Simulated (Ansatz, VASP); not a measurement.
ZrSnSe3 in VASP and in Ansatz

The input INCAR:

```
ALGO     = Normal         # electronic algorithm
EDIFF    = 1E-7           # SCF threshold, eV
EDIFFG   = -0.01          # ionic threshold
ENCUT    = 600            # plane-wave cutoff, eV
GGA      = PE             # functional
IBRION   = 2              # ionic algorithm
ISIF     = 3              # what is computed and relaxed
ISMEAR   = 0              # smearing method
LASPH    = T              # aspherical terms in the spheres
LCHARG   = F              # write CHGCAR
LREAL    = F              # projectors in reciprocal space
LWAVE    = F              # write WAVECAR
NELM     = 80             # most SCF steps
NSW      = 100            # ionic steps
PREC     = Accurate       # precision mode
SIGMA    = 0.1            # smearing width, eV
```

Contents of KPOINTS:

```
k-points
0
Gamma
  12 12 6
```

POSCAR

```
ZrSnSe3
1.0
    4.4586521706      0.0000000000      0.0000000000
   -2.2293260853      3.8613060464      0.0000000000
    0.0000000000      0.0000000000      7.4434410279
Zr Sn Se
1 1 3
Direct
    0.3333333333      0.6666666667      0.0000000000
    0.0000000000      0.0000000000      0.5000000000
    0.6666666667      0.3333333333      0.2594042880
    0.6666666667      0.3333333333      0.7405957120
    0.0000000000      0.0000000000      0.0000000000
```

Input for Ansatz:

```yaml
crystal:
  lattice:
    - [4.4586521706, 0.0, 0.0]
    - [-2.2293260853, 3.8613060464, 0.0]
    - [0.0, 0.0, 7.4434410279]
  atoms:
    - { symbol: Zr, position: [0.3333333333, 0.6666666667, 0.0] }
    - { symbol: Sn, position: [0.0, 0.0, 0.5] }
    - { symbol: Se, position: [0.6666666667, 0.3333333333, 0.259404288] }
    - { symbol: Se, position: [0.6666666667, 0.3333333333, 0.740595712] }
    - { symbol: Se, position: [0.0, 0.0, 0.0] }
basis:
  ecutwfc: 420
kpoints:
  mp_grid: { grid: [12, 12, 6] }
hamiltonian:
  xc: pbe
scf:
  occupations: { method: gaussian, width: 0.1 }
output:
  forces: true
  stress: true
  eigenvalues: true
  write_density: true
  write_potential: true
  elf: true
  volumetric_format: npy
relax:
  adjacent_minimum: "off"
  f_tol: 0.01
  max_steps: 80
  cell: { stress_tol: 0.05 }
```

Change from the starting cell: species swapped into the GaFe3As type (P-6m2, No. 187).

Alike in both runs: task relaxation of cell and atoms; functional PBE; k mesh 12 × 12 × 6; occupations gaussian, width 0.1 eV; no spin polarisation.

|  | VASP | Ansatz |
| --- | --- | --- |
| version | VASP 6.6.1 | Ansatz 0.2.0 |
| potentials or method | VASP PAW PBE potentials, release 64 (Zr_sv, Sn_d, Se), cutoff 600 eV | scalar-relativistic, plane waves, PAW |
| valence electrons in the cell | 44 | 74 |

Ansatz gave:

- gap on the k mesh at the Fermi level, each at its own relaxed structure (eV): none
- relaxed volume (Å³/atom): 25.63
- relaxed cell length with the largest relative difference (Å): 4.459

**Question.** What did VASP give for the same quantities?

**Answer.** gap on the k mesh at the Fermi level, each at its own relaxed structure (eV): none; relaxed volume (Å³/atom): 25.65; relaxed cell length with the largest relative difference (Å): 4.461.

A gap of «none» marks a metal or a gap that the smearing closes. VASP's potentials hold 44 valence electrons a cell and Ansatz's 74, so a difference there can come from the potentials and not from the codes.
